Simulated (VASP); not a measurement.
Here is a VASP 6.6.1 calculation.

File INCAR:

```
ALGO = Normal ; EDIFF = 1E-6
ENCUT = 520 ; GGA = PE
ISIF = 2 ; ISMEAR = 0
LASPH = T ; LCHARG = F
LREAL = F ; LWAVE = F
NBANDS = 20 ; NELM = 100
PREC = Accurate ; SIGMA = 0.1
```

KPOINTS

```
k-points
0
Gamma
  6 6 4
```

The input POSCAR:

```
Ta2N
1.0
    3.5103652500      0.0000000000      0.0000000000
   -1.7551826300      3.0400654900      0.0000000000
    0.0000000000      0.0000000000      4.7455490500
Ta N
2 1
Direct
    0.6666666700      0.3333333300      0.3370961900
    0.0000000000      0.0000000000      0.4922103400
    0.3333333300      0.6666666700      0.8196778900
```

Potentials or basis: VASP PAW PBE potentials, release 64 (Ta_pv, N).

Launch:

```bash
$ cat potpaw_PBE.64/Ta_pv/POTCAR potpaw_PBE.64/N/POTCAR > POTCAR
$ mpirun -np 1 vasp_std > vasp.out
```

(1) What does it give for the pressure?

(2) What does it give for the largest force?

Answers

(1) 40.7 GPa.

(2) 11.125 eV/Å.

Caveat: forces of over 1 eV/Å act on the atoms, so gaps and moduli don't describe the material at rest.
